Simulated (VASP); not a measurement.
Set up this calculation in VASP 6.6.1, as the native input.

- Task: single point
- Functional: PBE-based screened hybrid with 40 % exact exchange
- Potentials or basis: VASP PAW PBE potentials, release 64 (K_sv, Br)
- Cutoff: 520 eV
- k mesh: 4 × 4 × 4
- Occupations: gaussian, width 0.01 eV
- Spin: no spin polarisation
- Dipole correction: no
- Grid for exact exchange (PRECFOCK): Normal
- Share of exact exchange: 0.4
- Further INCAR settings: ALGO = Normal; EDIFF = 1e-07; NBANDS = 15
- Screening parameter: 0.1 1/Å

The system is KBr.

```
K Br
1.0
     0.00000    3.30244    3.30244
     3.30244    0.00000    3.30244
     3.30244    3.30244    0.00000
K Br
1 1
Direct
  0.00000 0.00000 0.00000
  0.50000 0.50000 0.50000
```

These files were run (other wordings do the same):

POSCAR

```
KBr
1.0
    0.0000000000      3.3024386828      3.3024386828
    3.3024386828      0.0000000000      3.3024386828
    3.3024386828      3.3024386828      0.0000000000
K Br
1 1
Direct
    0.0000000000      0.0000000000      0.0000000000
    0.5000000000      0.5000000000      0.5000000000
```

INCAR.step1

```
SYSTEM = KBr
  ALGO = Normal
  EDIFF = 1E-5
  ENCUT = 520
  GGA = PE
  ISIF = 2
  ISMEAR = 0
  LASPH = .TRUE.
  LREAL = .FALSE.
  LWAVE = .TRUE.
  NBANDS = 15
  NELM = 100
  PREC = Accurate
  SIGMA = 0.01
```

INCAR.step2

```
SYSTEM = KBr
  AEXX = 0.4
  ALGO = Normal
  EDIFF = 1E-7
  ENCUT = 520
  GGA = PE
  HFSCREEN = 0.1
  ISIF = 2
  ISMEAR = 0
  ISTART = 1
  LASPH = .TRUE.
  LCHARG = .TRUE.
  LELF = .TRUE.
  LHFCALC = .TRUE.
  LREAL = .FALSE.
  LVHAR = .TRUE.
  LWAVE = .FALSE.
  NBANDS = 15
  NELM = 100
  PREC = Accurate
  PRECFOCK = Normal
  SIGMA = 0.01
```

KPOINTS

```
k-points
0
G
  4 4 4
  0 0 0
```

Potentials or basis: VASP PAW PBE potentials, release 64 (K_sv, Br).

Launch:

```bash
$ cat potpaw_PBE.64/K_sv/POTCAR potpaw_PBE.64/Br/POTCAR > POTCAR
$ cp INCAR.step1 INCAR
$ mpirun -np 1 vasp_std > vasp.out
$ cp INCAR.step2 INCAR
$ mpirun -np 1 vasp_std > vasp.out
```

Results of the run:

The pressure is 0.2 GPa and the band gap on the k mesh is 6.87 eV.

Caveat: the PAW data sets were made with another functional, which shifts forces and pressure a little.

Run time: 20 min on 1 thread of Oxide Virtual Turin-like Processor, on a shared host, peak memory 0.28 GiB.
